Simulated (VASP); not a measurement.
The system is CdS.

```
CELL_PARAMETERS angstrom
3.14447 0.00000 0.00000
0.00000 3.14447 0.00000
0.00000 0.00000 3.14447
ATOMIC_POSITIONS crystal
Cd 0.00000 0.00000 0.00000
S 0.50000 0.50000 0.50000
```

- Program: VASP 6.6.1
- Task: relaxation of cell and atoms
- Functional: PBE
- Potentials or basis: VASP PAW PBE potentials, release 64 (Cd, S)
- Cutoff: 600 eV
- k mesh: 8 × 8 × 8
- Occupations: fermi-dirac, width 0.02 eV
- Spin: no spin polarisation

At the start: pressure 30.6 GPa; volume 15.55 Å³/atom.

Q: Where does the relaxation end?

A: Over 5 steps the energy falls by 328.4 meV/atom and the volume is 19.90 Å³/atom (+28.0 %); space group Pm-3m (No. 221, to 0.05 Å).

Step by step:
```
step  energy change (eV)  largest force (eV/Å)  pressure (GPa)  volume (Å³)
   1              0.0000                0.0000           30.56        31.09
   2             -0.4786                0.0000           -7.43        46.43
   3             -0.6568                0.0000            0.16        39.73
   4             -0.6568                0.0000           -0.17        39.92
   5             -0.6568                0.0000            0.02        39.80
```

Final structure:
```
Cd S
1.0
     3.41432    0.00000    0.00000
     0.00000    3.41432    0.00000
     0.00000    0.00000    3.41432
Cd S
1 1
Cartesian
  3.4143 3.4143 0.0000
  1.7072 1.7072 1.7072
```

Caveat: the volume moved by over 15 % at a fixed basis, so the end points are rough.
